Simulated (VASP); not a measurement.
# Mo in VASP: notebook

The runs below take Mo through single point, with PBE, BLYP+D4.

Program: VASP 6.6.1. These are calculated values, not measurements. Logs are shortened: lines on timing, memory, paths and dates and some standing lists are left out, and cuts for length are marked.

### 1 The cell of the first run

It takes space group I4/mmm (No. 139, tetragonal). Conventional cell: a = 3.168 Å, b = 3.168 Å, c = 3.041 Å, α = 90.00°, β = 90.00°, γ = 90.00°. Within 3.6 Å of Mo (site symmetry 4/mmm) lie 14 Mo at 2.71 to 3.17 Å.

### 2 Single point, PBE

The input, INCAR:

```
  ALGO = Fast
  EDIFF = 1E-7
  ENCUT = 520
  GGA = PE
  ISIF = 2
  ISMEAR = -1
  LASPH = True
  LCHARG = False
  LREAL = False
  LWAVE = False
  NBANDS = 13
  NELM = 60
  PREC = Accurate
  SIGMA = 0.05
```

The input, KPOINTS:

```
k-points
0
Gamma
  10 10 10
```

The input, POSCAR:

```
Mo
1.0
   -1.5838089719      1.5838089719      1.5204566130
    1.5838089719     -1.5838089719      1.5204566130
    1.5838089719      1.5838089719     -1.5204566130
Mo
1
Direct
    0.0000000000      0.0000000000      0.0000000000
```

Potentials or basis: VASP PAW PBE potentials, release 64 (Mo_sv).

Run with:

```bash
> cat potpaw_PBE.64/Mo_sv/POTCAR > POTCAR
> mpirun -np 1 vasp_std > vasp.out
```

OUTCAR:

```text
EDIFF = 1E-7
   ENCUT = 520
   GGA = PE
   ISIF = 2
   ISMEAR = -1
   LASPH = True
   LREAL = False
   NELM = 60
   PREC = Accurate

 ion  position               nearest neighbor table
   1  0.000  0.000  0.000-

  LATTYP: Found a body centered tetragonal cell.
 ALAT       =     3.1676179438
 C/A-ratio  =     0.9600000000

  Lattice vectors:

 A1 = (  -1.5838089719,   1.5838089719,   1.5204566130)
 A2 = (   1.5838089719,  -1.5838089719,   1.5204566130)
 A3 = (   1.5838089719,   1.5838089719,  -1.5204566130)

Analysis of symmetry for initial positions (statically):
=====================================================================
 Subroutine PRICEL returns:
 Original cell was already a primitive cell.

 Routine SETGRP: Setting up the symmetry group for a
 body centered tetragonal supercell.

 Subroutine GETGRP returns: Found 16 space group operations
 (whereof 16 operations were pure point group operations)
 out of a pool of 16 trial point group operations.

The static configuration has the point symmetry D_4h.

Analysis of symmetry for dynamics (positions and initial velocities):
=====================================================================
 Subroutine PRICEL returns:
 Original cell was already a primitive cell.

 Routine SETGRP: Setting up the symmetry group for a
 body centered tetragonal supercell.

 Subroutine GETGRP returns: Found 16 space group operations
 (whereof 16 operations were pure point group operations)
 out of a pool of 16 trial point group operations.

The dynamic configuration has the point symmetry D_4h.

 Subroutine INISYM returns: Found 16 space group operations
 (whereof 16 operations are pure point group operations),
 and found     1 'primitive' translations

----------------------------------------------------------------------------------------

                                     Primitive cell

  volume of cell :      15.2560

  direct lattice vectors                    reciprocal lattice vectors
    -1.583808972  1.583808972  1.520456613     0.000000000  0.315694638  0.328848581
     1.583808972 -1.583808972  1.520456613     0.315694638  0.000000000  0.328848581
     1.583808972  1.583808972 -1.520456613     0.315694638  0.315694638  0.000000000

  length of vectors
     2.707155339  2.707155339  2.707155339     0.455855782  0.455855782  0.446459639

  position of ions in fractional coordinates (direct lattice)
     0.000000000  0.000000000  0.000000000

  ion indices of the primitive-cell ions
   primitive index   ion index
                 1           1

[... 81 lines left out ...]
   PSTRESS=    0.0 pullay stress
   NELECT =      14.0000    total number of electrons
   NUPDOWN=      -1.0000    fix difference up-down
   EMIN   =  10.00;   EMAX   =-10.00  energy-range for DOS
   EFERMI =   0.00;   METHOD = LEGACY
   ISMEAR =    -1;   SIGMA  =   0.05  broadening in eV -4-tet -1-fermi 0-gaus
   EFERMI_NEDOS =   21; number of points for ismear=-14 and -15
   IALGO  =     68    algorithm
   IMIX   =      4    mixing-type and parameters
     AMIX     =   0.40;   BMIX     =  1.00
     AMIX_MAG =   1.60;   BMIX_MAG =  1.00
  volume/ion in A,a.u.               =      15.26       102.95
  Fermi-wavevector in a.u.,A,eV,Ry     =   1.590881  3.006329 34.435008  2.530902
  Thomas-Fermi vector in A             =   2.689507
   LORBIT       =      0    0 simple, 1 ext, 2 COOP (PROOUT), +10 PAW based schemes
   GGA     = PE    functional components
   LHFCALC =     F    Hartree Fock is set to
   AEXX    =    0.0000 exact exchange contribution
   IVDW    =     0    specifies the selected vdW correction
   LEPSILON=     F    determine dielectric tensor
   LRPA    =     F    only Hartree local field effects (RPA)
 non-spin polarized calculation
 RMM-DIIS sequential band-by-band and
  energy-cutoff  :      520.00
  volume of cell :       15.26
 maximum number of plane-waves:       421
   NGX =  9   NGY =  9   NGZ =  9

 number of electron      13.9999999 magnetization

 Free energy of the ion-electron system (eV)
  ---------------------------------------------------
  ext. energy  EPLUGINS =         0.00000000
  ---------------------------------------------------
  free energy    TOTEN  =       -10.89282879 eV

  energy without entropy =      -10.88524677  energy(sigma->0) =      -10.88903778

 E-fermi :  13.0898     XC(G=0): -13.5252

 val. band max:       13.0674075602   @ k =  -0.4000   0.4000   0.2000
 cond. band min:      13.1023121046   @ k =   0.4000   0.1000   0.1000
 fundamental gap:      0.0349045444
 Fermi energy:        13.0897783571

 k-point     1 :       0.0000    0.0000    0.0000
  band No.  band energies     occupation
      1     -48.2754      2.00000
      2     -21.4900      2.00000
      3     -21.4900      2.00000
      4     -21.4740      2.00000
      5       5.6761      2.00000
      6      11.2728      2.00000
      7      11.7686      2.00000
      8      11.7686      2.00000
      9      14.3616      0.00000
     10      15.0107      0.00000
     11      27.6066      0.00000
     12      27.6066      0.00000
     13      28.4247      0.00000
[... 354 lines left out ...]
  band No.  band energies     occupation
      1     -47.9522      2.00000
      2     -22.6664      2.00000
      3     -22.3733      2.00000
      4     -21.6694      2.00000
      5       9.0506      2.00000
      6      10.2376      2.00000
      7      11.0276      2.00000
      8      14.8989      0.00000
      9      15.3452      0.00000
     10      21.9788      0.00000
     11      23.7632      0.00000
     12      25.3748      0.00000
     13      30.4731      0.00000

 [... further k-points ...]

------------------------ aborting loop because EDIFF is reached ----------------------------------------

  FORCE on cell =-STRESS in cart. coord.  units (eV):
  Direction    XX          YY          ZZ          XY          YZ          ZX
  --------------------------------------------------------------------------------------
  -------------------------------------------------------------------------------------
  Total        0.6037173      0.6037173      1.6562183      0.0000000      0.0000000      0.0000000
  in kB       63.4022387     63.4022387    173.9356267      0.0000000      0.0000000      0.0000000
  external PRESSURE =     100.2467014 kB  Pullay stress =       0.0000000 kB

 VOLUME and BASIS-vectors are now :
 -----------------------------------------------------------------------------
  energy-cutoff  :      520.00
  volume of cell :       15.26
      direct lattice vectors                 reciprocal lattice vectors
    -1.583808972  1.583808972  1.520456613     0.000000000  0.315694638  0.328848581
     1.583808972 -1.583808972  1.520456613     0.315694638  0.000000000  0.328848581
     1.583808972  1.583808972 -1.520456613     0.315694638  0.315694638  0.000000000

 POSITION                                       TOTAL-FORCE (eV/Angst)
 -----------------------------------------------------------------------------------
      0.00000      0.00000      0.00000        -0.000000     -0.000000     -0.000000
 -----------------------------------------------------------------------------------
    total drift:                                0.000000      0.000000      0.000000

  FREE ENERGIE OF THE ION-ELECTRON SYSTEM (eV)
  ---------------------------------------------------
  free  energy   TOTEN  =       -10.8928287908 eV

  energy  without entropy=      -10.8852467738  energy(sigma->0) =      -10.88903778
```

OSZICAR:

```text
N       E                     dE             d eps       ncg     rms          rms(c)
DAV:   1     0.927133221857E+02    0.92713E+02   -0.80816E+03  2668   0.111E+03
DAV:   2    -0.103548894207E+02   -0.10307E+03   -0.98884E+02  3007   0.314E+02
DAV:   3    -0.115217526162E+02   -0.11669E+01   -0.11628E+01  3052   0.332E+01
DAV:   4    -0.115243701328E+02   -0.26175E-02   -0.26175E-02  2887   0.190E+00
DAV:   5    -0.115243864728E+02   -0.16340E-04   -0.16342E-04  3067   0.134E-01    0.155E+01
RMM:   6    -0.109682028875E+02    0.55618E+00   -0.65289E-01  2662   0.762E+00    0.472E+00
RMM:   7    -0.108955732417E+02    0.72630E-01   -0.18291E-01  2737   0.399E+00    0.944E-01
RMM:   8    -0.108929359117E+02    0.26373E-02   -0.91999E-03  2945   0.106E+00    0.110E-01
RMM:   9    -0.108928369325E+02    0.98979E-04   -0.93323E-04  2948   0.326E-01    0.569E-02
RMM:  10    -0.108928307901E+02    0.61424E-05   -0.13186E-04  3029   0.130E-01    0.765E-03
RMM:  11    -0.108928285502E+02    0.22399E-05   -0.16469E-05  3015   0.435E-02    0.170E-03
RMM:  12    -0.108928288429E+02   -0.29275E-06   -0.38438E-06  2689   0.171E-02    0.141E-03
RMM:  13    -0.108928287908E+02    0.52115E-07   -0.53641E-07  2225   0.687E-03
   1 F= -.10892829E+02 E0= -.10889038E+02  d E =-.758202E-02
```

stdout:

```text
POSCAR found type information on POSCAR Mo
 POSCAR found :  1 types and       1 ions
 scaLAPACK will be used
 LDA part: xc-table for (Slater+PW92), standard interpolation
 POSCAR, INCAR and KPOINTS ok, starting setup
 FFT: planning ... GRIDC
 FFT: planning ... GRID_SOFT
 FFT: planning ... GRID
 WAVECAR not read
 entering main loop
```

It took 32 s on 1 thread of Intel Xeon 8259CL, shared host; peak memory 0.13 GiB.

Results:

- Free energy: -10.8928 eV
- Pressure: 10.0 GPa
- Band gap on the k mesh: zero (band 7 reaches 17.08 eV, above the bottom of band 8 at 11.70 eV)

### 3 Single point, PBE

This run uses another cell than the first one, of 15.89 Å³/atom, 1.042 times its volume.

The input, INCAR:

```
SYSTEM = Mo
PREC = Accurate
ENCUT = 520
EDIFF = 1E-6
ISMEAR = 0
SIGMA = 0.019000000000000003
LREAL = .False.
LASPH = .True.
NELM = 100
ALGO = Normal
ISIF = 2
LWAVE = .False.
LCHARG = .False.
GGA = PE
NBANDS = 13
```

The input, KPOINTS:

```
regular mesh
0
Gamma
  12 12 12
  0 0 0
```

The input, POSCAR:

```
Mo
1.0
   -1.5838089719      1.5838089719      1.5838089719
    1.5838089719     -1.5838089719      1.5838089719
    1.5838089719      1.5838089719     -1.5838089719
Mo
1
Direct
    0.0000000000      0.0000000000      0.0000000000
```

Potentials or basis: VASP PAW PBE potentials, release 64 (Mo_sv).

Run with:

```bash
> cat potpaw_PBE.64/Mo_sv/POTCAR > POTCAR
> mpirun -np 1 vasp_std > vasp.out
```

Run time: 6.3 s. Hardware: 1 thread of Intel Xeon Platinum 8488C (Sapphire Rapids), shared host; peak memory 0.13 GiB.

It converged, with:

```yaml
Free_energy: -10.9498 eV
Pressure: -1.4 GPa
Band_gap_on_the_k_mesh: zero (band 7 reaches 16.22 eV, above the bottom of band 8 at 11.00 eV)
```

Levels at points of the mesh, in eV from the Fermi level:
| k point | band 5 | band 6 | band 7 | band 8 | band 9 | band 10 |
| --- | --- | --- | --- | --- | --- | --- |
| (0.00, 0.00, 0.00) | -7.13 | -1.28 | -1.28 | -1.28 | 1.69 | 1.69 |
| (0.50, 0.00, 0.00) | -5.17 | -3.27 | 1.62 | 1.71 | 2.32 | 4.68 |
| (0.50, 0.50, 0.50) | -5.26 | -5.26 | 3.94 | 3.94 | 3.94 | 8.99 |

### 4 Single point, BLYP+D4

This run uses another cell than the first one, of 15.67 Å³/atom, 1.027 times its volume.

The input, INCAR:

```
PREC     = Accurate       # precision mode
ENCUT    = 520            # plane-wave cutoff, eV
EDIFF    = 1E-6           # SCF threshold, eV
ISMEAR   = -1             # smearing method
SIGMA    = 0.05           # smearing width, eV
LREAL    = F              # projectors in reciprocal space
LASPH    = T              # aspherical terms in the spheres
NELM     = 100            # most SCF steps
ALGO     = Normal         # electronic algorithm
ISIF     = 2              # what is computed and relaxed
LWAVE    = F              # write WAVECAR
LCHARG   = F              # write CHGCAR
GGA      = B5             # functional
ALDAX    = 1.0          
AGGAX    = 1.0          
AGGAC    = 1.0          
ALDAC    = 0.0          
IVDW     = 13             # dispersion correction
VDW_S6   = 1.0          
VDW_S8   = 2.34076671   
VDW_A1   = 0.44488865   
VDW_A2   = 4.0933009    
NBANDS   = 13             # bands
```

The input, KPOINTS:

```
regular mesh
0
Gamma
  12 12 12
```

The input, POSCAR:

```
Mo
1.0
   -1.5765107259      1.5765107259      1.5765107259
    1.5765107259     -1.5765107259      1.5765107259
    1.5765107259      1.5765107259     -1.5765107259
Mo
1
Direct
    0.0000000000      0.0000000000      0.0000000000
```

Run with:

```bash
> cat potpaw_PBE.64/Mo_sv/POTCAR > POTCAR
> mpirun -np 1 vasp_std > vasp.out
```

Wall time 8.9 s (1 thread of Intel Xeon Platinum 8488C (Sapphire Rapids), shared host); peak memory 0.13 GiB.

The run converged. Its results:

- Free energy: -10.6402 eV
- Pressure: 1.0 GPa
- Band gap on the k mesh: zero (band 7 reaches 16.97 eV, above the bottom of band 8 at 11.67 eV)
- Dispersion energy per atom: -1.160 eV

Levels at points of the mesh, in eV from the Fermi level:
| k point | band 5 | band 6 | band 7 | band 8 | band 9 | band 10 |
| --- | --- | --- | --- | --- | --- | --- |
| (0.00, 0.00, 0.00) | -6.97 | -1.38 | -1.38 | -1.38 | 1.67 | 1.67 |
| (0.50, 0.00, 0.00) | -5.20 | -3.37 | 1.67 | 1.92 | 2.29 | 4.68 |
| (0.50, 0.50, 0.50) | -5.31 | -5.31 | 3.92 | 3.92 | 3.92 | 9.27 |

Caveat: the PAW data sets were made with another functional, which shifts forces and pressure a little; pairwise dispersion overbinds metals, which lowers pressure and volume.

### 5 Overview

```tsv
level	cell	k mesh	smearing	gap on the mesh (eV)	pressure (GPa)
PBE	a = 2.707 Å, angles 108.4, 108.4, 111.7°, 1 atom	10 × 10 × 10	fermi-dirac 0.05 eV	none	10.0
PBE	a = 2.743 Å, angles 109.5°, 1 atom	12 × 12 × 12	gaussian 0.019 eV	none	-1.4
BLYP+D4	a = 2.731 Å, angles 109.5°, 1 atom	12 × 12 × 12	fermi-dirac 0.05 eV	none	1.0
```

Alike in all rows: task single point; potentials or basis VASP PAW PBE potentials, release 64 (Mo_sv); no spin polarisation; cutoff (eV) 520.

Caveats: the PAW data sets were made with another functional, which shifts forces and pressure a little (some runs); pairwise dispersion overbinds metals, which lowers pressure and volume (some runs).

Total energies depend on the potentials used, so only differences within one code and one set of settings carry meaning.
